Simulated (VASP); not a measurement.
## Bi: single point with PBE

The system is Bi.

```xyz
1
Lattice="3.2548 0.0000 0.0000 0.0000 3.2548 0.0000 0.0000 0.0000 3.2548" Properties=species:S:1:pos:R:3 pbc="T T T"
Bi    0.0000    0.0000    0.0000
```

```
Program                : VASP 6.6.1
Task                   : single point
Functional             : PBE
Potentials or basis    : VASP PAW PBE potentials, release 64 (Bi_d)
Cutoff                 : 500 eV
k mesh                 : 17 × 17 × 17
Occupations            : fermi-dirac, width 0.0612256 eV
Spin                   : no spin polarisation
Dipole correction      : no
Further INCAR settings : ALGO = Normal; EDIFF = 1e-06; NBANDS = 14
```

```
Pressure : 0.9 GPa
```

Levels at points of the mesh, in eV from the Fermi level:
```csv
k point,band 5,band 6,band 7,band 8,band 9,band 10
"(0.00, 0.00, 0.00)",-22.63,-13.09,3.15,3.15,3.15,6.31
```

It took 26 s on 1 thread of Intel(R) Xeon(R) Platinum 8375C CPU @ 2.90GHz (Ice Lake) (shared host), peak memory 0.18 GiB.

Caveat: spin-orbit coupling is left out, which moves the levels of the heavy elements.
